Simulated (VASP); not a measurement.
Wanted: the native input for a VASP 6.6.1 run.

```
Task                   : single point
Functional             : PBEsol
Potentials or basis    : VASP PAW PBE potentials, release 64 (Ta_pv, N)
Cutoff                 : 600 eV
k mesh                 : 12 × 12 × 13
Occupations            : gaussian, width 0.1 eV
Spin                   : no spin polarisation
Dipole correction      : no
Further INCAR settings : ALGO = Normal; EDIFF = 1e-06; NBANDS = 15
```

The structure of TaN lies in POSCAR:

```
TaN
1.0
    3.0358717017     -0.0000000136     -0.0003780923
   -1.5179358626      2.6291420367      0.0000000000
    1.5176139640      0.8761948306      2.5955920604
Ta N
1 1
Direct
    0.0000000000      0.0000000000      0.0000000000
    0.0000000000      0.5000000000      0.5000000000
```

These files were run (other wordings do the same):

INCAR

```
SYSTEM = TaN
ALGO     = Normal         ! electronic algorithm
EDIFF    = 1E-6           ! SCF threshold, eV
ENCUT    = 600            ! plane-wave cutoff, eV
GGA      = PS             ! functional
GGA_COMPAT= .False.      
ISIF     = 2              ! what is computed and relaxed
ISMEAR   = 0              ! smearing method
LASPH    = .True.         ! aspherical terms in the spheres
LCHARG   = .True.         ! write CHGCAR
LELF     = .True.         ! ELF
LREAL    = .False.        ! projectors in reciprocal space
LVHAR    = .True.       
LWAVE    = .False.        ! write WAVECAR
NBANDS   = 15             ! bands
NELM     = 120            ! most SCF steps
PREC     = Accurate       ! precision mode
SIGMA    = 0.1            ! smearing width, eV
```

KPOINTS

```
k-points
0
Gamma
  12 12 13
  0 0 0
```

Potentials or basis: VASP PAW PBE potentials, release 64 (Ta_pv, N).

Launch:

```bash
$ cat potpaw_PBE.64/Ta_pv/POTCAR potpaw_PBE.64/N/POTCAR > POTCAR
$ mpirun -np 1 vasp_std > vasp.out
```

Results of the run:

```
Pressure               : 5.0 GPa
Band gap on the k mesh : zero (bands 8 and 9 overlap by 3.62 eV)
```

Caveat: the cell stands under pressure; the PAW data sets were made with another functional, which shifts forces and pressure a little; spin-orbit coupling is left out, which moves the levels of the heavy elements.

Wall time 98 s on 1 thread of Intel(R) Xeon(R) Platinum 8259CL CPU @ 2.50GHz (Skylake/Cascade Lake) (shared host), peak memory 0.31 GiB.
